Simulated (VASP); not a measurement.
A run of VASP 6.6.1 is set up as follows.

The input INCAR:

```
  PREC = Accurate
  ENCUT = 600
  EDIFF = 1E-7
  ISMEAR = 0
  SIGMA = 0.1
  LREAL = False
  LASPH = True
  NELM = 80
  ALGO = Normal
  ISIF = 4
  LWAVE = False
  LCHARG = False
  GGA = PS
  IBRION = 2
  NSW = 50
  EDIFFG = -0.01
```

Contents of KPOINTS:

```
regular mesh
0
Gamma
  18 18 12
```

POSCAR

```
MgB2
1.0
    3.1501635454      0.0000000000      0.0000000000
   -1.5750817727      2.7281216564      0.0000000000
    0.0000000000      0.0000000000      3.6388443139
Mg B
1 2
Direct
    0.0000000000      0.0000000000      0.0000000000
    0.3333333333      0.6666666667      0.5000000000
    0.6666666667      0.3333333333      0.5000000000
```

Potentials or basis: VASP PAW PBE potentials, release 64 (Mg, B).

Run with:

```console
$ cat potpaw_PBE.64/Mg/POTCAR potpaw_PBE.64/B/POTCAR > POTCAR
$ mpirun -np 1 vasp_std > vasp.out
```

Task: Estimate the band gap on the k mesh.

Result: Zero (band 4 reaches 6.36 eV, above the bottom of band 5 at 2.84 eV).

Final structure:
```yaml
crystal:
  lattice:
    - [3.14293, 0.00000, 0.00000]
    - [-1.57146, 2.72186, 0.00000]
    - [0.00000, 0.00000, 3.65562]
  atoms:
    - { symbol: Mg, position: [0.00000, 0.00000, 0.00000] }
    - { symbol: B, position: [0.33333, 0.66667, 0.50000] }
    - { symbol: B, position: [0.66667, 0.33333, 0.50000] }
```
